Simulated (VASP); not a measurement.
Runs of VASP 6.6.1 on MnO. The structure is that of space group Fm-3m (No. 225), or close to it. The cells are those of the table. 

```csv
task,level,potentials or basis,U,cell,k mesh,cutoff (eV),smearing,grid for exact exchange (PRECFOCK),share of exact exchange,screening parameter,gap on the mesh (eV),pressure (GPa),moment (μB)
single point,r2SCAN+U,"VASP PAW PBE potentials, release 64 (Mn_sv, O)",Mn d U = 2.0 eV,"a = 3.145 Å, angles 60.0°, 2 atoms",10 × 10 × 10,660,fermi-dirac 0.05 eV,-,-,-,0.41,0.1,5.00
single point,HSE06,"VASP PAW PBE potentials, release 64 (Mn_pv, O)",-,"a = 3.145 Å, angles 60.0°, 2 atoms",5 × 5 × 5,520,fermi-dirac 0.05 eV,Normal,0.25,0.2079 1/Å,1.45,1.4,5.00
single point,revPBE,"VASP PAW PBE potentials, release 64 (Mn_pv, O)",-,"a = 3.103 Å, angles 60.0°, 2 atoms",10 × 10 × 10,520,fermi-dirac 0.05 eV,-,-,-,none,10.2,4.74
single point,r2SCAN+D4,"VASP PAW PBE potentials, release 64 (Mn_pv, O)",-,"a = 3.166 Å, angles 60.0°, 2 atoms",10 × 10 × 10,520,fermi-dirac 0.05 eV,-,-,-,none,-3.8,5.00
single point,PBE,"VASP PAW PBE potentials, release 64 (Mn_pv, O)",-,"a = 3.145 Å, angles 60.0°, 2 atoms",10 × 10 × 10,520,gaussian 0.013 eV,-,-,-,none,0.4,4.80
single point,r2SCAN+U,"VASP PAW PBE potentials, release 64 (Mn_pv, O)",Mn d U = 4.0 eV,"a = 3.145 Å, angles 60.0°, 2 atoms",10 × 10 × 10,520,fermi-dirac 0.05 eV,-,-,-,0.86,3.2,5.00
single point,r2SCAN+U,"VASP PAW PBE potentials, release 64 (Mn_sv, O)",Mn d U = 3.0 eV,"a = 3.145 Å, angles 60.0°, 2 atoms",10 × 10 × 10,660,fermi-dirac 0.05 eV,-,-,-,0.64,0.5,5.00
single point,LDA,"VASP PAW LDA potentials, release 64 (Mn_pv, O)",-,"a = 3.124 Å, angles 60.0°, 2 atoms",10 × 10 × 10,520,fermi-dirac 0.05 eV,-,-,-,none,(a),4.44
single point,PBEsol+D4,"VASP PAW PBE potentials, release 64 (Mn_pv, O)",-,"a = 3.166 Å, angles 60.0°, 2 atoms",10 × 10 × 10,520,fermi-dirac 0.05 eV,-,-,-,none,-11.0,4.80
single point,PBEsol+U,"VASP PAW PBE potentials, release 64 (Mn_pv, O)",Mn d U = 3.0 eV,"a = 3.145 Å, angles 60.0°, 2 atoms",10 × 10 × 10,520,fermi-dirac 0.05 eV,-,-,-,none,0.4,5.00
relaxation of cell and atoms,PBEsol+D4,"VASP PAW PBE potentials, release 64 (Mn_pv, O)",-,"relaxed from a = 3.145 Å, angles 60.0°, 2 atoms",10 × 10 × 10,600,fermi-dirac 0.05 eV,-,-,-,none,0.0,(b)
single point,PBE,"VASP PAW PBE potentials, release 64 (Mn_pv, O)",-,"a = 3.145 Å, angles 60.0°, 2 atoms",10 × 10 × 10,520,gaussian 0.017 eV,-,-,-,none,0.4,4.80
```

Alike in all rows: spin collinear, ferromagnetic start.

Task: Fill in the values left out.

Result: (a) -16.6; (b) 4.38.

Caveats: some runs use coarse meshes; a cell with one magnetic atom can't hold antiferromagnetic order, which such compounds often take; the PAW data sets were made with another functional, which shifts forces and pressure a little (at least some runs); semilocal functionals often make such compounds metallic where correlation or magnetic order opens a gap, which also shifts bond lengths (at least some runs); the cell stands under tension (at least some runs); the cell stands under pressure (at least some runs); an odd mesh through Γ misses points on the zone boundary, where band edges can lie (at least some runs).

A gap of «none» marks levels without a gap at the run's occupations.

The runs don't all hold the same shells in valence.
